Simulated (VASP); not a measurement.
# MoS2 (Pm) in VASP: single point with PBEsol

Aim: the single point of MoS2 with PBEsol.

Everything below comes from runs of VASP 6.6.1. Logs are shortened: lines on timing, memory, paths and dates and some standing lists are left out, and cuts for length are marked.

**1. The cell of the first run**

Symmetry: Pm, No. 6, monoclinic system. The conventional cell has a = 3.141 Å, b = 12.579 Å, c = 3.141 Å, α = 90.00°, β = 120.00°, γ = 90.00°. Mo (site symmetry m) has 6 S at 2.38 to 2.40 Å and 6 Mo at 3.14 Å within 3.2 Å. Within 3.2 Å of Mo (site symmetry m) lie 6 S at 2.39 Å and 6 Mo at 3.14 Å. Within 3.2 Å of S (site symmetry 1) lie 3 Mo at 2.39 Å and 7 S at 3.12 to 3.14 Å. S (site symmetry 1) has 3 Mo at 2.38 to 2.40 Å and 7 S at 3.12 to 3.14 Å within 3.2 Å.

**2. Single point, PBEsol (atom 1 (Mo) moved -0.020 Å towards its neighbour atom 1 (Mo) at 3.141 Å)**

Input file INCAR:

```
SYSTEM = MoS2
PREC     = Accurate       ! precision mode
ENCUT    = 520            ! plane-wave cutoff, eV
EDIFF    = 1E-7           ! SCF threshold, eV
ISMEAR   = 0              ! smearing method
SIGMA    = 0.05           ! smearing width, eV
LREAL    = .FALSE.        ! projectors in reciprocal space
LASPH    = .TRUE.         ! aspherical terms in the spheres
NELM     = 60             ! most SCF steps
ALGO     = Normal         ! electronic algorithm
ISIF     = 2              ! what is computed and relaxed
LWAVE    = .FALSE.        ! write WAVECAR
LCHARG   = .FALSE.        ! write CHGCAR
GGA      = PS             ! functional
NBANDS   = 35             ! bands
```

Input file KPOINTS:

```
regular mesh
0
G
  12 12 2
  0 0 0
```

Input file POSCAR:

```
MoS2
1.0
    3.1414322073      0.0000000000      0.0000000000
   -1.5707161036      2.7205600958      0.0000000000
    0.0000000000      0.0000000000     12.5788196111
Mo S
2 4
Direct
    0.3396998562      0.6730331895      0.2500000000
    0.6666666667      0.3333333333      0.7500000000
    0.3333333333      0.6666666667      0.6260538431
    0.6666666667      0.3333333333      0.1260538431
    0.3333333333      0.6666666667      0.8739461569
    0.6666666667      0.3333333333      0.3739461569
```

Potentials or basis: VASP PAW PBE potentials, release 64 (Mo_sv, S).

Started as:

```
$ cat potpaw_PBE.64/Mo_sv/POTCAR potpaw_PBE.64/S/POTCAR > POTCAR
$ mpirun -np 1 vasp_std > vasp.out
```

OUTCAR:

```text
SYSTEM = MoS2
   PREC = Accurate
   ENCUT = 520
   EDIFF = 1E-7
   ISMEAR = 0
   LREAL = .FALSE.
   LASPH = .TRUE.
   NELM = 60
   ISIF = 2
   GGA = PS

 ion  position               nearest neighbor table
   1  0.340  0.673  0.250-   4 2.38   6 2.38   4 2.39   6 2.39   4 2.40   6 2.40
   2  0.667  0.333  0.750-   3 2.39   5 2.39   3 2.39   5 2.39   3 2.39   5 2.39
   3  0.333  0.667  0.626-   2 2.39   2 2.39   2 2.39
   4  0.667  0.333  0.126-   1 2.38   1 2.39   1 2.40
   5  0.333  0.667  0.874-   2 2.39   2 2.39   2 2.39
   6  0.667  0.333  0.374-   1 2.38   1 2.39   1 2.40

  LATTYP: Found a hexagonal cell.
 ALAT       =     3.1414322073
 C/A-ratio  =     4.0041671381

  Lattice vectors:

 A1 = (   3.1414322073,   0.0000000000,   0.0000000000)
 A2 = (  -1.5707161036,   2.7205600958,   0.0000000000)
 A3 = (   0.0000000000,   0.0000000000,  12.5788196111)

Analysis of symmetry for initial positions (statically):
=====================================================================
 Subroutine PRICEL returns:
 Original cell was already a primitive cell.

 Routine SETGRP: Setting up the symmetry group for a
 hexagonal supercell.

 Subroutine GETGRP returns: Found  2 space group operations
 (whereof  1 operations were pure point group operations)
 out of a pool of 24 trial point group operations.

The static configuration has the point symmetry C_1 .
 The point group associated with its full space group is C_1h.

Analysis of symmetry for dynamics (positions and initial velocities):
=====================================================================
 Subroutine PRICEL returns:
 Original cell was already a primitive cell.

 Routine SETGRP: Setting up the symmetry group for a
 hexagonal supercell.

 Subroutine GETGRP returns: Found  2 space group operations
 (whereof  1 operations were pure point group operations)
 out of a pool of 24 trial point group operations.

The dynamic configuration has the point symmetry C_1 .
 The point group associated with its full space group is C_1h.

 Subroutine INISYM returns: Found  2 space group operations
 (whereof  1 operations are pure point group operations),
 and found     1 'primitive' translations

----------------------------------------------------------------------------------------

                                     Primitive cell

  volume of cell :     107.5043

  direct lattice vectors                    reciprocal lattice vectors
     3.141432207  0.000000000  0.000000000     0.318326144  0.183785685  0.000000000
    -1.570716104  2.720560096  0.000000000     0.000000000  0.367571369  0.000000000
     0.000000000  0.000000000 12.578819611     0.000000000  0.000000000  0.079498715

  length of vectors
     3.141432207  3.141432207 12.578819611     0.367571369  0.367571369  0.079498715

  position of ions in fractional coordinates (direct lattice)
     0.339699856  0.673033190  0.250000000
     0.666666667  0.333333333  0.750000000
     0.333333333  0.666666667  0.626053843
     0.666666667  0.333333333  0.126053843
     0.333333333  0.666666667  0.873946157
     0.666666667  0.333333333  0.373946157

  ion indices of the primitive-cell ions
   primitive index   ion index
                 1           1
                 2           2
                 3           3
                 4           4
                 5           5
                 6           6

----------------------------------------------------------------------------------------

 KPOINTS: regular mesh

Automatic generation of k-mesh.
 Grid dimensions read from file:
 generate k-points for:   12   12    2

 Generating k-lattice:

  Cartesian coordinates                     Fractional coordinates (reciprocal lattice)
     0.026527179  0.015315474  0.000000000     0.083333333  0.000000000  0.000000000
     0.000000000  0.030630947  0.000000000     0.000000000  0.083333333  0.000000000
     0.000000000  0.000000000  0.039749358     0.000000000  0.000000000  0.500000000

  Length of vectors
     0.030630947  0.030630947  0.039749358

  Shift w.r.t. Gamma in fractional coordinates (k-lattice)
     0.000000000  0.000000000  0.000000000

 Subroutine IBZKPT returns following result:
 ===========================================

 Found    148 irreducible k-points:

 Following reciprocal coordinates:
            Coordinates               Weight
  0.000000  0.000000  0.000000      1.000000
  0.083333  0.000000  0.000000      2.000000
  0.000000  0.083333  0.000000      2.000000
 -0.083333  0.083333  0.000000      2.000000
  0.166667  0.000000  0.000000      2.000000
  0.000000  0.166667  0.000000      2.000000
[... 16 lines left out ...]
  0.166667  0.083333  0.000000      2.000000
 -0.083333  0.250000  0.000000      2.000000
 [... further k-points ...]
   k-points           NKPTS =    148   k-points in BZ     NKDIM =    148   number of bands    NBANDS=     35
   number of dos      NEDOS =    301   number of ions     NIONS =      6
   total plane-waves  NPLWV =  55296
   dimension x,y,z NGX =    24 NGY =   24 NGZ =   96
   dimension x,y,z NGXF=    48 NGYF=   48 NGZF=  192
   ions per type =               2   4
   NGX,Y,Z   is equivalent  to a cutoff of  12.70, 12.70, 12.69 a.u.
   NGXF,Y,Z  is equivalent  to a cutoff of  25.40, 25.40, 25.38 a.u.
 SYSTEM =  MoS2
   PREC   = accura    normal or accurate (medium, high low for compatibility)
   ISTART =      0    job   : 0-new  1-cont  2-samecut
   ICHARG =      2    charge: 1-file 2-atom 10-const
   ISPIN  =      1    spin polarized calculation?
   LNONCOLLINEAR =      F non collinear calculations
   LSORBIT =      F    spin-orbit coupling
   LASPH  =      T    aspherical Exc in radial PAW
   ENCUT  =  520.0 eV  38.22 Ry    6.18 a.u.   5.84  5.84 23.39*2*pi/ulx,y,z
   NELM   =     60;   NELMIN=  2; NELMDL= -5     # of ELM steps
   EDIFF  = 0.1E-06   stopping-criterion for ELM
   LREAL  =      F    real-space projection
   EDIFFG = 0.1E-05   stopping-criterion for IOM
   NSW    =      0    number of steps for IOM
   IBRION =     -1    ionic relax: 0-MD 1-quasi-New 2-CG
   NFREE  =      0    steps in history (QN), initial steepest desc. (CG)
   ISIF   =      2    stress and relaxation
   ISYM   =      2    0-nonsym 1-usesym 2-fastsym
   POTIM  = 0.5000    time-step for ionic-motion
   TEBEG  =    0.0;   TEEND  =   0.0 temperature during run
   PSTRESS=    0.0 pullay stress
   NELECT =      52.0000    total number of electrons
   NUPDOWN=      -1.0000    fix difference up-down
   EMIN   =  10.00;   EMAX   =-10.00  energy-range for DOS
   EFERMI =   0.00;   METHOD = LEGACY
   ISMEAR =     0;   SIGMA  =   0.05  broadening in eV -4-tet -1-fermi 0-gaus
   EFERMI_NEDOS =   21; number of points for ismear=-14 and -15
   IALGO  =     38    algorithm
   IMIX   =      4    mixing-type and parameters
     AMIX     =   0.40;   BMIX     =  1.00
     AMIX_MAG =   1.60;   BMIX_MAG =  1.00
  volume/ion in A,a.u.               =      17.92       120.91
  Fermi-wavevector in a.u.,A,eV,Ry     =   1.285091  2.428470 22.469472  1.651460
  Thomas-Fermi vector in A             =   2.417246
   LORBIT       =      0    0 simple, 1 ext, 2 COOP (PROOUT), +10 PAW based schemes
   GGA     = PS    functional components
   LHFCALC =     F    Hartree Fock is set to
   AEXX    =    0.0000 exact exchange contribution
   IVDW    =     0    specifies the selected vdW correction
   LEPSILON=     F    determine dielectric tensor
   LRPA    =     F    only Hartree local field effects (RPA)
 non-spin polarized calculation
 Gauss-broadening in eV      SIGMA  =   0.05
  energy-cutoff  :      520.00
  volume of cell :      107.50
 maximum number of plane-waves:      2922
   NGX = 11   NGY = 11   NGZ = 47

 number of electron      52.0000001 magnetization

 Free energy of the ion-electron system (eV)
  ---------------------------------------------------
  ext. energy  EPLUGINS =         0.00000000
  ---------------------------------------------------
  free energy    TOTEN  =       -46.90148704 eV

  energy without entropy =      -46.90148704  energy(sigma->0) =      -46.90148704

 E-fermi :   7.5166     XC(G=0): -10.9246

 val. band max:        7.2597231296   @ k =   0.0000   0.0000   0.0000
 cond. band min:       8.2449529813   @ k =  -0.3333   0.1667   0.0000
 fundamental gap:      0.9852298517
 Fermi energy:         7.5165983741

 k-point     1 :       0.0000    0.0000    0.0000
  band No.  band energies     occupation
      1     -54.0234      2.00000
      2     -54.0231      2.00000
      3     -28.2348      2.00000
      4     -28.2347      2.00000
      5     -27.9750      2.00000
      6     -27.9722      2.00000
[... 27 lines left out ...]
     34       9.9202      0.00000
     35      12.9519      0.00000

 k-point     2 :       0.0833    0.0000    0.0000
  band No.  band energies     occupation
      1     -54.0204      2.00000
      2     -54.0201      2.00000
      3     -28.2289      2.00000
      4     -28.2288      2.00000
      5     -28.0019      2.00000
      6     -27.9989      2.00000
[... 27 lines left out ...]
     34       9.8443      0.00000
     35      13.4652      0.00000

 k-point     3 :       0.0000    0.0833    0.0000
  band No.  band energies     occupation
      1     -54.0204      2.00000
      2     -54.0200      2.00000
      3     -28.2289      2.00000
      4     -28.2288      2.00000
      5     -28.0046      2.00000
      6     -28.0020      2.00000
[... 27 lines left out ...]
     34       9.8000      0.00000
     35      13.4639      0.00000
[... 723 lines left out ...]
 k-point    23 :       0.1667    0.0833    0.0000
  band No.  band energies     occupation
      1     -54.0050      2.00000
      2     -54.0046      2.00000
      3     -28.1989      2.00000
      4     -28.1988      2.00000
      5     -28.1465      2.00000
      6     -28.1446      2.00000
[... 27 lines left out ...]
     34      10.7267      0.00000
     35      15.0115      0.00000

 k-point    24 :      -0.0833    0.2500    0.0000
  band No.  band energies     occupation
      1     -54.0050      2.00000
      2     -54.0046      2.00000
      3     -28.1988      2.00000
      4     -28.1986      2.00000
      5     -28.1503      2.00000
      6     -28.1465      2.00000
[... 27 lines left out ...]
     34      10.7090      0.00000
     35      15.0066      0.00000

 [... further k-points ...]

------------------------ aborting loop because EDIFF is reached ----------------------------------------

  FORCE on cell =-STRESS in cart. coord.  units (eV):
  Direction    XX          YY          ZZ          XY          YZ          ZX
  --------------------------------------------------------------------------------------
  -------------------------------------------------------------------------------------
  Total       -0.1163348      0.1181836     -0.0059189     -0.0686152      0.0000000      0.0000000
  in kB       -1.7337817      1.7613349     -0.0882114     -1.0225985      0.0000000      0.0000000
  external PRESSURE =      -0.0202194 kB  Pullay stress =       0.0000000 kB

 VOLUME and BASIS-vectors are now :
 -----------------------------------------------------------------------------
  energy-cutoff  :      520.00
  volume of cell :      107.50
      direct lattice vectors                 reciprocal lattice vectors
     3.141432207  0.000000000  0.000000000     0.318326144  0.183785685  0.000000000
    -1.570716104  2.720560096  0.000000000     0.000000000  0.367571369  0.000000000
     0.000000000  0.000000000 12.578819611     0.000000000  0.000000000  0.079498715

 POSITION                                       TOTAL-FORCE (eV/Angst)
 -----------------------------------------------------------------------------------
      0.01000      1.83103      3.14470        -0.207648     -0.363362      0.000000
      1.57072      0.90685      9.43411         0.000291      0.000492      0.000000
     -0.00000      1.81371      7.87502         0.000283      0.000511      0.000064
      1.57072      0.90685      1.58561         0.103395      0.180924     -0.004729
     -0.00000      1.81371     10.99321         0.000283      0.000511     -0.000064
      1.57072      0.90685      4.70380         0.103395      0.180924      0.004729
 -----------------------------------------------------------------------------------
    total drift:                               -0.000089     -0.000139     -0.000000

  FREE ENERGIE OF THE ION-ELECTRON SYSTEM (eV)
  ---------------------------------------------------
  free  energy   TOTEN  =       -46.9014870355 eV

  energy  without entropy=      -46.9014870355  energy(sigma->0) =      -46.90148704
```

Wall time 8.3 min (1 thread of Intel Xeon Platinum 8259CL at 2.50GHz (Skylake/Cascade Lake), shared host); peak memory 0.53 GiB.

Results:

```
Free energy            : -46.9015 eV
Pressure               : 0.0 GPa
Largest force          : 0.419 eV/Å
Band gap on the k mesh : 0.99 eV (least direct gap 1.74 eV)
```

Forces in eV/Å, atoms in the order of the input:
```
Mo  -0.208 -0.363  0.000
Mo   0.000  0.000  0.000
S    0.000  0.001  0.000
S    0.103  0.181 -0.005
S    0.000  0.001  0.000
S    0.103  0.181  0.005
```

Stress tensor (GPa, compression positive):
```
-0.17 -0.10  0.00
-0.10  0.18  0.00
 0.00  0.00 -0.01
```

Levels at points of the mesh, in eV from the valence-band top:
| k point | band 22 | band 23 | band 24 | band 25 | band 26 | band 27 | band 28 | band 29 | band 30 | band 31 |
| --- | --- | --- | --- | --- | --- | --- | --- | --- | --- | --- |
| (0.00, 0.00, 0.00) | -2.04 | -1.95 | -1.31 | -1.13 | 0.00 | 2.20 | 2.30 | 2.30 | 2.41 | 2.48 |
| (0.50, 0.00, 0.00) | -2.43 | -1.56 | -1.41 | -1.30 | -1.20 | 1.81 | 1.85 | 2.19 | 2.45 | 2.99 |
| (0.00, 0.50, 0.00) | -2.47 | -1.55 | -1.41 | -1.32 | -1.24 | 1.80 | 1.83 | 2.19 | 2.45 | 3.04 |
| (0.50, 0.50, 0.00) | -2.45 | -1.56 | -1.42 | -1.30 | -1.21 | 1.80 | 1.84 | 2.19 | 2.45 | 3.01 |
| (0.00, 0.00, 0.50) | -2.05 | -2.05 | -1.95 | -0.29 | -0.29 | 2.19 | 2.30 | 2.30 | 2.40 | 2.53 |
| (0.50, 0.00, 0.50) | -2.53 | -1.49 | -1.48 | -1.27 | -1.23 | 1.82 | 1.83 | 2.33 | 2.33 | 3.29 |
| (0.00, 0.50, 0.50) | -2.56 | -1.48 | -1.48 | -1.29 | -1.27 | 1.81 | 1.82 | 2.33 | 2.33 | 3.35 |
| (0.50, 0.50, 0.50) | -2.56 | -1.50 | -1.48 | -1.27 | -1.24 | 1.82 | 1.82 | 2.33 | 2.33 | 3.33 |

Caveat: the cell differs from its parent crystal (atom 1 (Mo) moved -0.020 Å towards its neighbour atom 1 (Mo) at 3.141 Å); the PAW data sets were made with another functional, which shifts forces and pressure a little; this functional lacks dispersion, which binds layers or chains, so the pressure and a relaxed spacing across them are unreliable. A k mesh can miss the band edges.
